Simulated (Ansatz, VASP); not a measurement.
**One calculation of SiC, two programs**

File INCAR:

```
ALGO = Normal
EDIFF = 1E-6
ENCUT = 520
GGA = PE
ISIF = 2
ISMEAR = 0
LASPH = T
LCHARG = T
LELF = T
LREAL = F
LVHAR = T
LWAVE = F
NBANDS = 26
NELM = 80
PREC = Accurate
SIGMA = 0.05
```

The input KPOINTS:

```
k-points
0
Gamma
  12 12 4
```

File POSCAR:

```
SiC
1.0
    2.9703553735      0.0000000000      0.0000000000
   -1.4851776867      2.5724032117      0.0000000000
    0.0000000000      0.0000000000     10.1293391985
Si C
4 4
Direct
    0.6666666667      0.3333333333      0.9378441878
    0.3333333333      0.6666666667      0.4378441878
    0.0000000000      0.0000000000      0.6878995565
    0.0000000000      0.0000000000      0.1878995565
    0.6666666667      0.3333333333      0.7498074459
    0.3333333333      0.6666666667      0.2498074459
    0.0000000000      0.0000000000      0.5004478098
    0.0000000000      0.0000000000      0.0004478098
```

Input for Ansatz:

```yaml
crystal:
  lattice:
    - [2.9703553735, 0.0, 0.0]
    - [-1.4851776867, 2.5724032117, 0.0]
    - [0.0, 0.0, 10.1293391985]
  atoms:
    - { symbol: Si, position: [0.6666666667, 0.3333333333, 0.9378441878] }
    - { symbol: Si, position: [0.3333333333, 0.6666666667, 0.4378441878] }
    - { symbol: Si, position: [0.0, 0.0, 0.6878995565] }
    - { symbol: Si, position: [0.0, 0.0, 0.1878995565] }
    - { symbol: C, position: [0.6666666667, 0.3333333333, 0.7498074459] }
    - { symbol: C, position: [0.3333333333, 0.6666666667, 0.2498074459] }
    - { symbol: C, position: [0.0, 0.0, 0.5004478098] }
    - { symbol: C, position: [0.0, 0.0, 0.0004478098] }
basis:
  ecutwfc: 420
kpoints:
  mp_grid: { grid: [12, 12, 4] }
hamiltonian:
  xc: pbe
scf:
  occupations: { method: gaussian, width: 0.05 }
output:
  forces: true
  stress: true
  eigenvalues: true
```

Change from the starting cell: strain -0.040 along x and y, +0.000 along z, atoms carried along.

Alike in both runs: task single point; functional PBE; k mesh 12 × 12 × 4; occupations gaussian, width 0.05 eV; no spin polarisation.

|  | VASP | Ansatz |
| --- | --- | --- |
| version | VASP 6.6.1 | Ansatz 0.2.0 |
| potentials or method | VASP PAW PBE potentials, release 64 (Si, C), cutoff 520 eV | scalar-relativistic, plane waves, PAW |
| valence electrons in the cell | 32 | 32 |

VASP gave:

| Property | Result |
| --- | --- |
| gap on the k mesh at the Fermi level (eV) | 2.01 |
| least direct gap on the mesh (eV) | 3.28 |
| pressure (GPa) | 21.0 |
| traceless stress, the component that is largest in VASP (GPa) | -17.66 |
| rms of the force components (eV/Å) | 0.289 |

Which values does Ansatz return?

gap on the k mesh at the Fermi level (eV): 2.02; least direct gap on the mesh (eV): 3.28; pressure (GPa): 21.1; traceless stress, the component that is largest in VASP (GPa): -17.60; rms of the force components (eV/Å): 0.290.

Atom by atom the forces differ by 0.001 eV/Å (rms over components). With one functional, cell and mesh, what is left measures potentials, basis and numerics.
